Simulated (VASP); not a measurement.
A run of VASP 6.6.1:

Contents of INCAR:

```
SYSTEM = NaLa3
ALGO = Normal ; EDIFF = 1E-6
ENCUT = 520 ; GGA = PE
ISIF = 2 ; ISMEAR = -1
LASPH = .TRUE. ; LCHARG = .FALSE.
LREAL = .FALSE. ; LWAVE = .FALSE.
NBANDS = 28 ; NELM = 80
PREC = Accurate ; SIGMA = 0.05
```

The input KPOINTS:

```
k-points
0
G
  5 5 5
  0 0 0
```

The input POSCAR:

```
NaLa3
1.0
    5.1852473862      0.0000000000      0.0000000000
    0.0000000000      5.1852473862      0.0000000000
    0.0000000000      0.0000000000      5.1852473862
La Na
3 1
Direct
    0.5000000000      0.5000000000      0.0000000000
    0.0000000000      0.5000000000      0.5000000000
    0.5000000000      0.0000000000      0.5000000000
    0.0000000000      0.0000000000      0.0000000000
```

Potentials or basis: VASP PAW PBE potentials, release 64 (La, Na_pv).

Command:

```sh
$ cat potpaw_PBE.64/La/POTCAR potpaw_PBE.64/Na_pv/POTCAR > POTCAR
$ mpirun -np 1 vasp_std > vasp.out
```

Hardware: 1 thread of Intel(R) Xeon(R) Platinum 8259CL CPU @ 2.50GHz (Skylake/Cascade Lake) (shared host).

Problem. Estimate the wall time of this run.

Solution. Run time: 53 s on 1 thread of Intel(R) Xeon(R) Platinum 8259CL CPU @ 2.50GHz (Skylake/Cascade Lake), with other jobs on the host, peak memory 0.25 GiB. Counts: scf iterations 13, k points 10.
